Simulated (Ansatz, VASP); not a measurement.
MgSc2C2: VASP beside Ansatz

```
Mg Sc C
1.0
     4.60514    0.00000    0.00000
     0.00000    4.60514    0.00000
     0.00000    0.00000    4.37605
Mg Sc C
1 2 2
Direct
  0.00000 0.00000 0.50000
  0.00000 0.50000 0.00000
  0.50000 0.00000 0.00000
  0.00000 0.50000 0.50000
  0.50000 0.00000 0.50000
```

Alike in both runs: functional PBE; k mesh 8 × 8 × 8; occupations gaussian, width 0.1 eV; no spin polarisation.

Ansatz relaxed the structure, and its values are those at the end. VASP's run is a single point on that final structure, the one shown.

|  | VASP | Ansatz |
| --- | --- | --- |
| version | VASP 6.6.1 | Ansatz 0.2.0 |
| potentials or method | VASP PAW PBE potentials, release 64 (Mg_sv, Sc_sv, C), cutoff 750 eV | scalar-relativistic, plane waves, PAW |
| valence electrons in the cell | 40 | 40 |

|  | VASP | Ansatz | Ansatz less VASP |
| --- | --- | --- | --- |
| gap on the k mesh at the Fermi level (eV) | none | none | - |
| pressure (GPa) | 0.0 | 0.0 | 0.00 |

A gap of «none» marks a metal or a gap that the smearing closes.
